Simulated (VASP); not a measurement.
Write the native input for VASP 6.6.1 that does the following.

```yaml
Task: relaxation of cell and atoms
Functional: PBE
Potentials_or_basis: VASP PAW PBE potentials, release 64 (Al, Cu)
Cutoff: 600 eV
k_mesh: 18 × 18 × 4
Occupations: gaussian, width 0.1 eV
Spin: no spin polarisation
Dipole_correction: no
Further_INCAR_settings: ALGO = Fast; EDIFF = 1e-06; IBRION = 2; EDIFFG = -0.01; NSW = 100; ISIF = 3
```

The structure of Al5Cu lies in POSCAR:

```
Al5Cu
1.0
    2.8352738000      0.0000000000      0.0000000000
   -1.4176369000      2.4554192000      0.0000000000
    0.0000000000      0.0000000000     13.5161159000
Al Cu
5 1
Direct
    0.3333333000      0.6666667000      0.6503960000
    0.3333333000      0.6666667000      0.0000000000
    0.3333333000      0.6666667000      0.3496040000
    0.6666667000      0.3333333000      0.8245320000
    0.6666667000      0.3333333000      0.1754680000
    0.6666667000      0.3333333000      0.5000000000
```

The input as run:

INCAR

```
SYSTEM = Al5Cu
  ALGO = Fast
  EDIFF = 1E-6
  EDIFFG = -0.01
  ENCUT = 600
  GGA = PE
  IBRION = 2
  ISIF = 3
  ISMEAR = 0
  LASPH = .TRUE.
  LCHARG = .FALSE.
  LREAL = .FALSE.
  LWAVE = .FALSE.
  NELM = 100
  NSW = 100
  PREC = Accurate
  SIGMA = 0.1
```

KPOINTS

```
k-points
0
G
  18 18 4
  0 0 0
```

Potentials or basis: VASP PAW PBE potentials, release 64 (Al, Cu).

Launch:

```bash
$ cat potpaw_PBE.64/Al/POTCAR potpaw_PBE.64/Cu/POTCAR > POTCAR
$ mpirun -np 1 vasp_std > vasp.out
```

It gave:

```
Relaxed volume                        : 15.70 Å³/atom
Relaxed cell                          : a = 2.836 Å, b = 2.836 Å, c = 13.529 Å, α = 90.00°, β = 90.00°, γ = 120.00°
Space group after relaxing (to 0.1 Å) : P-6m2 (No. 187)
Energy gained by relaxing             : 62.5 meV/atom
Ionic steps                           : 6
Pressure after relaxing               : 0.0 GPa
Largest force after relaxing          : 0.008 eV/Å
```

Caveat: the highest band is partly filled, so the run has too few bands.

Run time: 37 min on 1 thread of Intel Xeon 8259CL (shared host), peak memory 0.41 GiB.
